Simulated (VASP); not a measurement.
# Ge3Pt in VASP: notebook, part 2 of 2

VASP 6.6.1.

**4. Single point, PBE**

File INCAR:

```
PREC = Accurate ; ENCUT = 520
EDIFF = 1E-6 ; ISMEAR = 0
SIGMA = 0.1 ; LREAL = False
LASPH = True ; NELM = 80
ALGO = Normal ; ISIF = 2
LWAVE = False ; LCHARG = True
GGA = PE ; LELF = True
LVHAR = True ; NBANDS = 34
```

File KPOINTS:

```
regular mesh
0
Gamma
  4 4 4
```

File POSCAR:

```
Ge3Pt
1.0
    4.1546247586      0.0000000000      0.0000000000
    0.0000000000      4.1546247586      0.0000000000
    0.0000000000      0.0000000000      4.1294118801
Ge Pt
3 1
Direct
    0.0000000000      0.5000000000      0.5000000000
    0.5000000000      0.0000000000      0.5000000000
    0.5000000000      0.5000000000      0.0000000000
    0.0000000000      0.0000000000      0.0000000000
```

Potentials or basis: VASP PAW PBE potentials, release 64 (Ge_d, Pt).

The run is started by

```console
$ cat potpaw_PBE.64/Ge_d/POTCAR potpaw_PBE.64/Pt/POTCAR > POTCAR
$ mpirun -np 1 vasp_std > vasp.out
```

OUTCAR:

```text
PREC = Accurate
   ENCUT = 520
   EDIFF = 1E-6
   ISMEAR = 0
   LREAL = False
   LASPH = True
   NELM = 80
   ISIF = 2
   GGA = PE

 ion  position               nearest neighbor table
   1  0.000  0.500  0.500-   4 2.93   4 2.93   4 2.93   4 2.93
   2  0.500  0.000  0.500-   4 2.93   4 2.93   4 2.93   4 2.93
   3  0.500  0.500  0.000-   4 2.94   4 2.94   4 2.94   4 2.94
   4  0.000  0.000  0.000-   1 2.93   2 2.93   1 2.93   2 2.93   1 2.93   1 2.93   2 2.93   2 2.93
                             3 2.94   3 2.94   3 2.94   3 2.94

  LATTYP: Found a simple tetragonal cell.
 ALAT       =     4.1546247586
 C/A-ratio  =     0.9939313705

  Lattice vectors:

 A1 = (   4.1546247586,   0.0000000000,   0.0000000000)
 A2 = (   0.0000000000,   4.1546247586,   0.0000000000)
 A3 = (   0.0000000000,   0.0000000000,   4.1294118801)

Analysis of symmetry for initial positions (statically):
=====================================================================
 Subroutine PRICEL returns:
 Original cell was already a primitive cell.

 Routine SETGRP: Setting up the symmetry group for a
 simple tetragonal supercell.

 Subroutine GETGRP returns: Found 16 space group operations
 (whereof 16 operations were pure point group operations)
 out of a pool of 16 trial point group operations.

The static configuration has the point symmetry D_4h.

Analysis of symmetry for dynamics (positions and initial velocities):
=====================================================================
 Subroutine PRICEL returns:
 Original cell was already a primitive cell.

 Routine SETGRP: Setting up the symmetry group for a
 simple tetragonal supercell.

 Subroutine GETGRP returns: Found 16 space group operations
 (whereof 16 operations were pure point group operations)
 out of a pool of 16 trial point group operations.

The dynamic configuration has the point symmetry D_4h.
[... 112 lines left out ...]
   EFERMI_NEDOS =   21; number of points for ismear=-14 and -15
   IALGO  =     38    algorithm
   IMIX   =      4    mixing-type and parameters
     AMIX     =   0.40;   BMIX     =  1.00
     AMIX_MAG =   1.60;   BMIX_MAG =  1.00
  volume/ion in A,a.u.               =      17.82       120.25
  Fermi-wavevector in a.u.,A,eV,Ry     =   1.473755  2.784993 29.551232  2.171954
  Thomas-Fermi vector in A             =   2.588610
   LORBIT       =      0    0 simple, 1 ext, 2 COOP (PROOUT), +10 PAW based schemes
   GGA     = PE    functional components
   LHFCALC =     F    Hartree Fock is set to
   AEXX    =    0.0000 exact exchange contribution
   IVDW    =     0    specifies the selected vdW correction
   LEPSILON=     F    determine dielectric tensor
   LRPA    =     F    only Hartree local field effects (RPA)
 non-spin polarized calculation
 Gauss-broadening in eV      SIGMA  =   0.10
  energy-cutoff  :      520.00
  volume of cell :       71.28
 maximum number of plane-waves:      1956
 NGX is ok and might be reduce to    32
   NGX = 15   NGY = 15   NGZ = 15

 number of electron      52.0000053 magnetization

 Free energy of the ion-electron system (eV)
  ---------------------------------------------------
  ext. energy  EPLUGINS =         0.00000000
  ---------------------------------------------------
  free energy    TOTEN  =       -19.06034623 eV

  energy without entropy =      -19.04155944  energy(sigma->0) =      -19.05095283

 E-fermi :   7.9313     XC(G=0): -11.8016

 val. band max:        7.8250081367   @ k =   0.5000   0.5000   0.0000
 cond. band min:       7.9344961833   @ k =   0.5000   0.0000   0.2500
 fundamental gap:      0.1094880466
 Fermi energy:         7.9313270019

 k-point     1 :       0.0000    0.0000    0.0000
  band No.  band energies     occupation
      1     -17.0530      2.00000
      2     -17.0530      2.00000
      3     -17.0440      2.00000
      4     -17.0353      2.00000
      5     -17.0017      2.00000
      6     -16.9891      2.00000
[... 655 lines left out ...]
     33      15.2114      0.00000
     34      20.7107      0.00000

------------------------ aborting loop because EDIFF is reached ----------------------------------------

  FORCE on cell =-STRESS in cart. coord.  units (eV):
  Direction    XX          YY          ZZ          XY          YZ          ZX
  --------------------------------------------------------------------------------------
  -------------------------------------------------------------------------------------
  Total        0.1474346      0.1474346      0.2308318      0.0000000      0.0000000      0.0000000
  in kB        3.3140441      3.3140441      5.1886502      0.0000000      0.0000000      0.0000000
  external PRESSURE =       3.9389128 kB  Pullay stress =       0.0000000 kB

 VOLUME and BASIS-vectors are now :
 -----------------------------------------------------------------------------
  energy-cutoff  :      520.00
  volume of cell :       71.28
      direct lattice vectors                 reciprocal lattice vectors
     4.154624759  0.000000000  0.000000000     0.240695624  0.000000000  0.000000000
     0.000000000  4.154624759  0.000000000     0.000000000  0.240695624  0.000000000
     0.000000000  0.000000000  4.129411880     0.000000000  0.000000000  0.242165235

 POSITION                                       TOTAL-FORCE (eV/Angst)
 -----------------------------------------------------------------------------------
      0.00000      2.07731      2.06471         0.000000      0.000000      0.000000
      2.07731      0.00000      2.06471         0.000000      0.000000      0.000000
      2.07731      2.07731      0.00000         0.000000      0.000000      0.000000
      0.00000      0.00000      0.00000         0.000000      0.000000      0.000000
 -----------------------------------------------------------------------------------
    total drift:                                0.000000     -0.000000     -0.000000

  FREE ENERGIE OF THE ION-ELECTRON SYSTEM (eV)
  ---------------------------------------------------
  free  energy   TOTEN  =       -19.0603462267 eV

  energy  without entropy=      -19.0415594424  energy(sigma->0) =      -19.05095283
```

OSZICAR:

```text
N       E                     dE             d eps       ncg     rms          rms(c)
DAV:   1     0.464119563202E+03    0.46412E+03   -0.24444E+04  1522   0.420E+03
DAV:   2     0.599226691764E+02   -0.40420E+03   -0.39003E+03  1224   0.839E+02
DAV:   3    -0.153583341790E+02   -0.75281E+02   -0.73737E+02  1338   0.198E+02
DAV:   4    -0.193028489739E+02   -0.39445E+01   -0.39075E+01  1414   0.503E+01
DAV:   5    -0.193954144453E+02   -0.92565E-01   -0.92380E-01  1346   0.836E+00    0.670E+00
DAV:   6    -0.191685039535E+02    0.22691E+00   -0.17091E+00  1302   0.689E+00    0.432E+00
DAV:   7    -0.190772114506E+02    0.91293E-01   -0.25103E-01  1328   0.389E+00    0.224E+00
DAV:   8    -0.190614573236E+02    0.15754E-01   -0.46573E-02  1436   0.157E+00    0.334E-01
DAV:   9    -0.190603758923E+02    0.10814E-02   -0.41423E-03  1566   0.100E+00    0.148E-01
DAV:  10    -0.190603504297E+02    0.25463E-04   -0.12465E-03  1634   0.652E-01    0.280E-02
DAV:  11    -0.190603480892E+02    0.23405E-05   -0.16039E-04  1406   0.396E-01    0.170E-02
DAV:  12    -0.190603460290E+02    0.20602E-05   -0.69145E-05  1626   0.129E-01    0.626E-03
DAV:  13    -0.190603462267E+02   -0.19774E-06   -0.70780E-06  1274   0.466E-02
   1 F= -.19060346E+02 E0= -.19050953E+02  d E =-.187868E-01
```

stdout:

```text
POSCAR found type information on POSCAR GePt
 POSCAR found :  2 types and       4 ions
 scaLAPACK will be used
 LDA part: xc-table for (Slater+PW92), standard interpolation
 POSCAR, INCAR and KPOINTS ok, starting setup
 FFT: planning ... GRIDC
 FFT: planning ... GRID_SOFT
 FFT: planning ... GRID
 WAVECAR not read
 entering main loop
```

Wall time 38 s (1 thread of AMD EPYC 7R13 (Zen 3), shared host); peak memory 0.16 GiB.

What came out:

```yaml
Free_energy: -19.0603 eV
Pressure: 0.4 GPa
Band_gap_on_the_k_mesh: zero (bands 26 and 27 overlap by 1.61 eV)
```

Levels at points of the mesh, in eV from the Fermi level:
```
           k point  band 23  band 24  band 25  band 26  band 27  band 28  band 29  band 30
(0.00, 0.00, 0.00)    -2.96    -2.96    -1.61    -1.58    -0.51     2.67     2.67     2.68
(0.50, 0.00, 0.00)    -2.76    -0.66    -0.60    -0.56     0.09     0.11     0.58     3.13
(0.50, 0.50, 0.00)    -2.56    -2.18    -0.22    -0.11     0.69     0.69     2.76     2.76
(0.00, 0.00, 0.50)    -2.72    -0.65    -0.65    -0.63     0.11     0.11     0.55     3.10
(0.50, 0.00, 0.50)    -2.54    -2.21    -0.27    -0.14     0.60     0.61     2.70     2.77
(0.50, 0.50, 0.50)    -2.50    -2.48    -2.23    -1.56    -1.53    -1.53     7.15     7.16
```

Caveat: the k points lie up to 0.38 Å⁻¹ apart, too coarse for converged energies and pressures of a metal; spin-orbit coupling is left out, which moves the levels of the heavy elements.

**5. Relaxation of cell and atoms, PBE**

This run uses another cell than the first one, of 16.72 Å³/atom.

File INCAR:

```
SYSTEM = Ge3Pt
PREC = Accurate ; ENCUT = 600
EDIFF = 1E-6 ; ISMEAR = 0
SIGMA = 0.1 ; LREAL = .FALSE.
LASPH = .TRUE. ; NELM = 60
ALGO = Normal ; ISIF = 3
LWAVE = .FALSE. ; LCHARG = .FALSE.
GGA = PE ; IBRION = 2
NSW = 90 ; EDIFFG = -0.04
```

File KPOINTS:

```
Automatic mesh
0
G
  4 4 4
  0 0 0
```

File POSCAR:

```
Ge3Pt
1.0
    4.0591999689      0.0000000000      0.0000000000
    0.0000000000      4.0591999689      0.0000000000
    0.0000000000      0.0000000000      4.0591999689
Ge Pt
3 1
Direct
    0.0000000000      0.5000000000      0.5000000000
    0.5000000000      0.0000000000      0.5000000000
    0.5000000000      0.5000000000      0.0000000000
    0.0000000000      0.0000000000      0.0000000000
```

The run is started by

```console
$ cat potpaw_PBE.64/Ge_d/POTCAR potpaw_PBE.64/Pt/POTCAR > POTCAR
$ mpirun -np 1 vasp_std > vasp.out
```

Run time: 58 s. Hardware: 1 thread of AMD EPYC 7R13 (Zen 3), shared host; peak memory 0.16 GiB.

Results (log left out):

* Free energy: -19.0599 eV
* Relaxed volume: 17.86 Å³/atom
* Relaxed cell: a = 4.149 Å, b = 4.149 Å, c = 4.149 Å, α = 90.00°, β = 90.00°, γ = 90.00°
* Space group after relaxing (to 0.1 Å): Pm-3m (No. 221)
* Energy gained by relaxing: 25.3 meV/atom
* Ionic steps: 3
* Pressure after relaxing: -0.1 GPa
* Band gap on the k mesh: zero (bands 26 and 27 overlap by 1.61 eV)

Step by step:
```
step  energy change (eV)  largest force (eV/Å)  pressure (GPa)  volume (Å³)
   1              0.0000                0.0000            7.52        66.88
   2             -0.0539                0.0000           -4.36        74.77
   3             -0.1010                0.0000           -0.12        71.43
```

Final structure:
```
CELL_PARAMETERS angstrom
4.14909 0.00000 0.00000
0.00000 4.14909 0.00000
0.00000 0.00000 4.14909
ATOMIC_POSITIONS crystal
Ge 0.00000 0.50000 0.50000
Ge 0.50000 0.00000 0.50000
Ge 0.50000 0.50000 0.00000
Pt 0.00000 0.00000 0.00000
```

Levels at points of the mesh, in eV from the Fermi level:
```
           k point  band 22  band 23  band 24  band 25  band 26  band 27  band 28  band 29  band 30  band 31
(0.00, 0.00, 0.00)    -2.95    -2.95    -2.95    -1.60    -1.60    -0.51     2.67     2.67     2.67     5.29
(0.50, 0.00, 0.00)    -2.90    -2.74    -0.63    -0.63    -0.59     0.10     0.10     0.58     3.11     5.81
(0.50, 0.50, 0.00)    -2.60    -2.54    -2.19    -0.26    -0.13     0.63     0.63     2.73     2.73     4.64
(0.50, 0.50, 0.50)    -4.67    -2.49    -2.49    -2.22    -1.54    -1.54    -1.54     7.19     7.19     7.20
```

Caveat: the k points lie up to 0.38 Å⁻¹ apart in the final cell, too coarse for converged energies and pressures of a metal; spin-orbit coupling is left out, which moves the levels of the heavy elements.

**6. The runs side by side**

| task | cell | cutoff (eV) | gap on the mesh (eV) | pressure (GPa) |
| --- | --- | --- | --- | --- |
| single point | a = 4.146 Å, 4 atoms | 520 | none | 0.1 |
| single point | a = 4.043, b = 4.043, c = 4.002 Å, 4 atoms | 520 | none | 10.3 |
| single point | a = 4.155, b = 4.155, c = 4.129 Å, 4 atoms | 520 | none | 0.4 |
| relaxation of cell and atoms | relaxed from a = 4.059 Å, 4 atoms | 600 | none | -0.1 |

Alike in all rows: level PBE; potentials or basis VASP PAW PBE potentials, release 64 (Ge_d, Pt); no spin polarisation; k mesh 4 × 4 × 4; smearing gaussian 0.1 eV.

Caveats: all runs use coarse meshes; spin-orbit coupling is left out, which moves the levels of the heavy elements.

Total energies depend on the potentials used, so only differences within one code and one set of settings carry meaning.

The gap in the log of VASP goes by the Fermi energy; the results here count the filled bands.